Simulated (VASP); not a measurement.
# Rb in VASP: notebook

The runs below take Rb through single point, with PBE.

Everything below comes from runs of VASP 6.6.1. Logs are shortened: lines on timing, memory, paths and dates and some standing lists are left out, and cuts for length are marked.

**1. The cell of the first run**

It takes space group Cmcm (No. 63, orthorhombic). Conventional cell: a = 5.076 Å, b = 8.889 Å, c = 8.448 Å, α = 90.00°, β = 90.00°, γ = 90.00°.

**2. Single point, PBE**

Input file INCAR:

```
SYSTEM = Rb
ALGO = Normal
EDIFF = 1E-6
ENCUT = 520
GGA = PE
ISIF = 2
ISMEAR = -1
LASPH = .TRUE.
LCHARG = .FALSE.
LREAL = .FALSE.
LWAVE = .FALSE.
NBANDS = 16
NELM = 100
PREC = Accurate
SIGMA = 0.05
```

Input file KPOINTS:

```
k-points
0
G
  6 6 3
  0 0 0
```

Input file POSCAR:

```
Rb
1.0
    2.5381762600     -4.4447189800      0.0000000000
    2.5381762600      4.4447189800      0.0000000000
    0.0000000000      0.0000000000      8.4480028000
Rb
2
Direct
    0.1602887400      0.8397112600      0.7500000000
    0.8397112600      0.1602887400      0.2500000000
```

Potentials or basis: VASP PAW PBE potentials, release 64 (Rb_sv).

Launch:

```
cat potpaw_PBE.64/Rb_sv/POTCAR > POTCAR
mpirun -np 1 vasp_std > vasp.out
```

OUTCAR:

```text
SYSTEM = Rb
   EDIFF = 1E-6
   ENCUT = 520
   GGA = PE
   ISIF = 2
   ISMEAR = -1
   LASPH = .TRUE.
   LREAL = .FALSE.
   NELM = 100
   PREC = Accurate

 ion  position               nearest neighbor table
   1  0.160  0.840  0.750-   2 5.10   2 5.10   2 5.18   2 5.18   2 5.18   2 5.18
   2  0.840  0.160  0.250-   1 5.10   1 5.10   1 5.18   1 5.18   1 5.18   1 5.18

  LATTYP: Found a base centered orthorhombic cell.
 ALAT       =     5.0763525200
 B/A-ratio  =     1.7511466993
 C/A-ratio  =     1.6641875769

  Lattice vectors:

 A1 = (   2.5381762600,  -4.4447189800,   0.0000000000)
 A2 = (   2.5381762600,   4.4447189800,   0.0000000000)
 A3 = (   0.0000000000,   0.0000000000,   8.4480028000)

Analysis of symmetry for initial positions (statically):
=====================================================================
 Subroutine PRICEL returns:
 Original cell was already a primitive cell.

 Routine SETGRP: Setting up the symmetry group for a
 base centered orthorhombic supercell.

 Subroutine GETGRP returns: Found  8 space group operations
 (whereof  4 operations were pure point group operations)
 out of a pool of  8 trial point group operations.

The static configuration has the point symmetry C_2h.
 The point group associated with its full space group is D_2h.

Analysis of symmetry for dynamics (positions and initial velocities):
=====================================================================
 Subroutine PRICEL returns:
 Original cell was already a primitive cell.

 Routine SETGRP: Setting up the symmetry group for a
 base centered orthorhombic supercell.

 Subroutine GETGRP returns: Found  8 space group operations
 (whereof  4 operations were pure point group operations)
 out of a pool of  8 trial point group operations.

The dynamic configuration has the point symmetry C_2h.
 The point group associated with its full space group is D_2h.

 Subroutine INISYM returns: Found  8 space group operations
 (whereof  4 operations are pure point group operations),
 and found     1 'primitive' translations

----------------------------------------------------------------------------------------

                                     Primitive cell

  volume of cell :     190.6120

  direct lattice vectors                    reciprocal lattice vectors
     2.538176260 -4.444718980  0.000000000     0.196991835 -0.112493051  0.000000000
     2.538176260  4.444718980  0.000000000     0.196991835  0.112493051  0.000000000
     0.000000000  0.000000000  8.448002800     0.000000000  0.000000000  0.118371173

  length of vectors
     5.118385052  5.118385052  8.448002800     0.226849002  0.226849002  0.118371173

  position of ions in fractional coordinates (direct lattice)
     0.160288740  0.839711260  0.750000000
     0.839711260  0.160288740  0.250000000

  ion indices of the primitive-cell ions
   primitive index   ion index
                 1           1
                 2           2

----------------------------------------------------------------------------------------

 KPOINTS: k-points

Automatic generation of k-mesh.
 Grid dimensions read from file:
 generate k-points for:    6    6    3

 Generating k-lattice:

  Cartesian coordinates                     Fractional coordinates (reciprocal lattice)
     0.032831973 -0.018748842  0.000000000     0.166666667  0.000000000  0.000000000
     0.032831973  0.018748842  0.000000000     0.000000000  0.166666667  0.000000000
     0.000000000  0.000000000  0.039457058     0.000000000  0.000000000  0.333333333

  Length of vectors
     0.037808167  0.037808167  0.039457058

  Shift w.r.t. Gamma in fractional coordinates (k-lattice)
     0.000000000  0.000000000  0.000000000

 Subroutine IBZKPT returns following result:
 ===========================================

 Found     26 irreducible k-points:

 Following reciprocal coordinates:
            Coordinates               Weight
  0.000000  0.000000  0.000000      1.000000
  0.166667  0.000000  0.000000      4.000000
  0.333333  0.000000  0.000000      4.000000
  0.500000 -0.000000  0.000000      2.000000
  0.166667  0.166667  0.000000      2.000000
  0.333333  0.166667  0.000000      4.000000
[... 16 lines left out ...]
  0.333333  0.333333  0.333333      4.000000
  0.500000  0.333333  0.333333      8.000000
 [... further k-points ...]
   k-points           NKPTS =     26   k-points in BZ     NKDIM =     26   number of bands    NBANDS=     16
   number of dos      NEDOS =    301   number of ions     NIONS =      2
   total plane-waves  NPLWV = 102400
   dimension x,y,z NGX =    40 NGY =   40 NGZ =   64
   dimension x,y,z NGXF=    80 NGYF=   80 NGZF=  128
   ions per type =               2
   NGX,Y,Z   is equivalent  to a cutoff of  12.99, 12.99, 12.59 a.u.
   NGXF,Y,Z  is equivalent  to a cutoff of  25.98, 25.98, 25.19 a.u.
 SYSTEM =  Rb
   PREC   = accura    normal or accurate (medium, high low for compatibility)
   ISTART =      0    job   : 0-new  1-cont  2-samecut
   ICHARG =      2    charge: 1-file 2-atom 10-const
   ISPIN  =      1    spin polarized calculation?
   LNONCOLLINEAR =      F non collinear calculations
   LSORBIT =      F    spin-orbit coupling
   LASPH  =      T    aspherical Exc in radial PAW
   ENCUT  =  520.0 eV  38.22 Ry    6.18 a.u.   9.52  9.52 15.71*2*pi/ulx,y,z
   NELM   =    100;   NELMIN=  2; NELMDL= -5     # of ELM steps
   EDIFF  = 0.1E-05   stopping-criterion for ELM
   LREAL  =      F    real-space projection
   EDIFFG = 0.1E-04   stopping-criterion for IOM
   NSW    =      0    number of steps for IOM
   IBRION =     -1    ionic relax: 0-MD 1-quasi-New 2-CG
   NFREE  =      0    steps in history (QN), initial steepest desc. (CG)
   ISIF   =      2    stress and relaxation
   ISYM   =      2    0-nonsym 1-usesym 2-fastsym
   POTIM  = 0.5000    time-step for ionic-motion
   TEBEG  =    0.0;   TEEND  =   0.0 temperature during run
   PSTRESS=    0.0 pullay stress
   NELECT =      18.0000    total number of electrons
   NUPDOWN=      -1.0000    fix difference up-down
   EMIN   =  10.00;   EMAX   =-10.00  energy-range for DOS
   EFERMI =   0.00;   METHOD = LEGACY
   ISMEAR =    -1;   SIGMA  =   0.05  broadening in eV -4-tet -1-fermi 0-gaus
   EFERMI_NEDOS =   21; number of points for ismear=-14 and -15
   IALGO  =     38    algorithm
   IMIX   =      4    mixing-type and parameters
     AMIX     =   0.40;   BMIX     =  1.00
     AMIX_MAG =   1.60;   BMIX_MAG =  1.00
  volume/ion in A,a.u.               =      95.31       643.16
  Fermi-wavevector in a.u.,A,eV,Ry     =   0.745502  1.408795  7.561759  0.555774
  Thomas-Fermi vector in A             =   1.841104
   LORBIT       =      0    0 simple, 1 ext, 2 COOP (PROOUT), +10 PAW based schemes
   GGA     = PE    functional components
   LHFCALC =     F    Hartree Fock is set to
   AEXX    =    0.0000 exact exchange contribution
   IVDW    =     0    specifies the selected vdW correction
   LEPSILON=     F    determine dielectric tensor
   LRPA    =     F    only Hartree local field effects (RPA)
 non-spin polarized calculation
  energy-cutoff  :      520.00
  volume of cell :      190.61
 maximum number of plane-waves:      5203
 NGX is ok and might be reduce to    40
   NGX = 19   NGY = 19   NGZ = 31

 number of electron      18.0000000 magnetization

 Free energy of the ion-electron system (eV)
  ---------------------------------------------------
  ext. energy  EPLUGINS =         0.00000000
  ---------------------------------------------------
  free energy    TOTEN  =        -1.85998032 eV

  energy without entropy =       -1.83361868  energy(sigma->0) =       -1.84679950

 E-fermi :  -0.1042     XC(G=0):  -5.3558

 val. band max:       -0.1073443855   @ k =   0.5000   0.3333   0.3333
 cond. band min:      -0.0967830507   @ k =   0.5000   0.1667   0.3333
 fundamental gap:      0.0105613348
 Fermi energy:        -0.1041565137

 k-point     1 :       0.0000    0.0000    0.0000
  band No.  band energies     occupation
      1     -29.0117      2.00000
      2     -29.0089      2.00000
      3     -13.1359      2.00000
      4     -13.0711      2.00000
      5     -13.0681      2.00000
      6     -13.0594      2.00000
[... 8 lines left out ...]
     15       3.7442      0.00000
     16       3.7454      0.00000

 k-point     2 :       0.1667    0.0000    0.0000
  band No.  band energies     occupation
      1     -29.0110      2.00000
      2     -29.0085      2.00000
      3     -13.1292      2.00000
      4     -13.0851      2.00000
      5     -13.0758      2.00000
      6     -13.0751      2.00000
[... 8 lines left out ...]
     15       3.5580      0.00000
     16       3.7280      0.00000

 k-point     3 :       0.3333    0.0000    0.0000
  band No.  band energies     occupation
      1     -29.0095      2.00000
      2     -29.0078      2.00000
      3     -13.1178      2.00000
      4     -13.1136      2.00000
      5     -13.1071      2.00000
      6     -13.0846      2.00000
[... 8 lines left out ...]
     15       3.4298      0.00000
     16       3.9342      0.00000

 k-point     4 :       0.5000   -0.0000    0.0000
  band No.  band energies     occupation
      1     -29.0086      2.00000
      2     -29.0075      2.00000
      3     -13.1343      2.00000
      4     -13.1223      2.00000
      5     -13.1028      2.00000
      6     -13.0892      2.00000
[... 8 lines left out ...]
     15       3.2721      0.00000
     16       4.1762      0.00000
[... 324 lines left out ...]
 k-point    22 :      -0.1667    0.1667    0.3333
  band No.  band energies     occupation
      1     -29.0104      2.00000
      2     -29.0091      2.00000
      3     -13.1152      2.00000
      4     -13.0884      2.00000
      5     -13.0803      2.00000
      6     -13.0701      2.00000
[... 8 lines left out ...]
     15       3.5311      0.00000
     16       3.6540      0.00000

 k-point    23 :       0.3333    0.3333    0.3333
  band No.  band energies     occupation
      1     -29.0079      2.00000
      2     -29.0078      2.00000
      3     -13.1202      2.00000
      4     -13.1195      2.00000
      5     -13.1142      2.00000
      6     -13.1033      2.00000
[... 8 lines left out ...]
     15       3.1205      0.00000
     16       4.0186      0.00000

 k-point    24 :       0.5000    0.3333    0.3333
  band No.  band energies     occupation
      1     -29.0084      2.00000
      2     -29.0080      2.00000
      3     -13.1297      2.00000
      4     -13.1251      2.00000
      5     -13.0945      2.00000
      6     -13.0876      2.00000
[... 8 lines left out ...]
     15       2.9344      0.00000
     16       3.7512      0.00000

 [... further k-points ...]
[... 5 lines left out ...]
  --------------------------------------------------------------------------------------
  -------------------------------------------------------------------------------------
  Total       -0.0851595     -0.0472513     -0.1816121      0.0000000      0.0000000      0.0000000
  in kB       -0.7158029     -0.3971681     -1.5265300      0.0000000      0.0000000      0.0000000
  external PRESSURE =      -0.8798337 kB  Pullay stress =       0.0000000 kB

 VOLUME and BASIS-vectors are now :
 -----------------------------------------------------------------------------
  energy-cutoff  :      520.00
  volume of cell :      190.61
      direct lattice vectors                 reciprocal lattice vectors
     2.538176260 -4.444718980  0.000000000     0.196991835 -0.112493051  0.000000000
     2.538176260  4.444718980  0.000000000     0.196991835  0.112493051  0.000000000
     0.000000000  0.000000000  8.448002800     0.000000000  0.000000000  0.118371173

 POSITION                                       TOTAL-FORCE (eV/Angst)
 -----------------------------------------------------------------------------------
      2.53818      3.01984      6.33600         0.000000     -0.004101      0.000000
      2.53818     -3.01984      2.11200         0.000000      0.004101      0.000000
 -----------------------------------------------------------------------------------
    total drift:                                0.000000      0.000000     -0.000000

  FREE ENERGIE OF THE ION-ELECTRON SYSTEM (eV)
  ---------------------------------------------------
  free  energy   TOTEN  =        -1.8599803198 eV

  energy  without entropy=       -1.8336186786  energy(sigma->0) =       -1.84679950
```

Run time: 69 s. Hardware: 1 thread of Intel Xeon Platinum 8488C (Sapphire Rapids), shared host; peak memory 0.31 GiB.

What came out:

```
Free energy            : -1.8600 eV
Pressure               : -0.1 GPa
Largest force          : 0.004 eV/Å
Band gap on the k mesh : zero (band 9 reaches 0.81 eV, above the bottom of band 10 at -0.92 eV)
```

Forces in eV/Å, atoms in the order of the input:
```
Rb   0.000 -0.004  0.000
Rb   0.000  0.004  0.000
```

Stress tensor (GPa, compression positive):
```
-0.07  0.00  0.00
 0.00 -0.04  0.00
 0.00  0.00 -0.15
```

Levels at points of the mesh, in eV from the Fermi level:
```tsv
k point	band 7	band 8	band 9	band 10	band 11	band 12
(0.00, 0.00, 0.00)	-12.96	-12.95	-1.90	0.12	0.61	3.41
(0.50, 0.00, 0.00)	-12.97	-12.97	0.07	0.35	1.31	1.57
(0.50, 0.50, 0.00)	-12.98	-12.97	0.07	0.29	1.35	1.60
```

**3. Single point, PBE**

Input file INCAR:

```
PREC = Accurate
ENCUT = 520
EDIFF = 1E-6
ISMEAR = -1
SIGMA = 0.05
LREAL = F
LASPH = T
NELM = 60
ALGO = Normal
ISIF = 2
LWAVE = F
LCHARG = T
GGA = PE
LELF = T
LVHAR = T
NBANDS = 16
```

Input file KPOINTS:

```
regular mesh
0
Gamma
  6 6 3
```

POSCAR is that of step 2.

Potentials or basis: VASP PAW PBE potentials, release 64 (Rb_sv).

Launch:

```
cat potpaw_PBE.64/Rb_sv/POTCAR > POTCAR
mpirun -np 1 vasp_std > vasp.out
```

Run time: 88 s. Hardware: 1 thread of Intel Xeon Platinum 8488C (Sapphire Rapids), shared host; peak memory 0.31 GiB.

Results (log left out):

```
Free energy            : -1.8600 eV
Pressure               : -0.1 GPa
Largest force          : 0.004 eV/Å
Band gap on the k mesh : zero (band 9 reaches 0.81 eV, above the bottom of band 10 at -0.92 eV)
```

Forces on the atoms (eV/Å):
```
Rb   0.000 -0.004  0.000
Rb   0.000  0.004  0.000
```

Stress tensor (GPa, compression positive):
```
-0.07  0.00  0.00
 0.00 -0.04  0.00
 0.00  0.00 -0.15
```

Levels at points of the mesh, in eV from the Fermi level:
| k point | band 7 | band 8 | band 9 | band 10 | band 11 | band 12 |
| --- | --- | --- | --- | --- | --- | --- |
| (0.00, 0.00, 0.00) | -12.96 | -12.95 | -1.90 | 0.12 | 0.61 | 3.41 |
| (0.50, 0.00, 0.00) | -12.97 | -12.97 | 0.07 | 0.35 | 1.31 | 1.57 |
| (0.50, 0.50, 0.00) | -12.98 | -12.97 | 0.07 | 0.29 | 1.35 | 1.60 |

**4. Single point, PBE**

This run uses another cell than the first one, of 97.21 Å³/atom, 1.020 times its volume.

Input file INCAR:

```
SYSTEM = Rb
PREC = Accurate
ENCUT = 520
EDIFF = 1E-6
ISMEAR = -1
SIGMA = 0.05
LREAL = .FALSE.
LASPH = .TRUE.
NELM = 60
ALGO = Normal
ISIF = 2
LWAVE = .FALSE.
LCHARG = .FALSE.
GGA = PE
NBANDS = 16
```

Input file KPOINTS:

```
Automatic mesh
0
G
  6 6 3
  0 0 0
```

Input file POSCAR:

```
Rb
1.0
    2.5549858642     -4.4741550629      0.0000000000
    2.5549858642      4.4741550629      0.0000000000
    0.0000000000      0.0000000000      8.5039514689
Rb
2
Direct
    0.1602887400      0.8397112600      0.7500000000
    0.8397112600      0.1602887400      0.2500000000
```

Launch:

```
cat potpaw_PBE.64/Rb_sv/POTCAR > POTCAR
mpirun -np 1 vasp_std > vasp.out
```

It took 63 s on 1 thread of Intel Xeon Platinum 8488C (Sapphire Rapids), shared host; peak memory 0.32 GiB.

Results (log left out):

| Item | Value |
| --- | --- |
| Free energy | -1.8573 eV |
| Pressure | -0.1 GPa |
| Largest force | 0.004 eV/Å |
| Band gap on the k mesh | zero (band 9 reaches 0.77 eV, above the bottom of band 10 at -0.95 eV) |

Forces on the atoms (eV/Å):
```
Rb   0.000 -0.004  0.000
Rb   0.000  0.004  0.000
```

Stress tensor (GPa, compression positive):
```
-0.12  0.00  0.00
 0.00 -0.09  0.00
 0.00  0.00 -0.20
```

Levels at points of the mesh, in eV from the Fermi level:
| k point | band 6 | band 7 | band 8 | band 9 | band 10 | band 11 | band 12 | band 13 |
| --- | --- | --- | --- | --- | --- | --- | --- | --- |
| (0.00, 0.00, 0.00) | -12.97 | -12.97 | -12.97 | -1.87 | 0.12 | 0.60 | 3.40 | 3.44 |
| (0.50, 0.00, 0.00) | -13.00 | -12.98 | -12.98 | 0.07 | 0.34 | 1.32 | 1.57 | 2.03 |
| (0.50, 0.50, 0.00) | -12.99 | -12.99 | -12.98 | 0.07 | 0.29 | 1.35 | 1.60 | 1.92 |

[end of part 1 of 3]
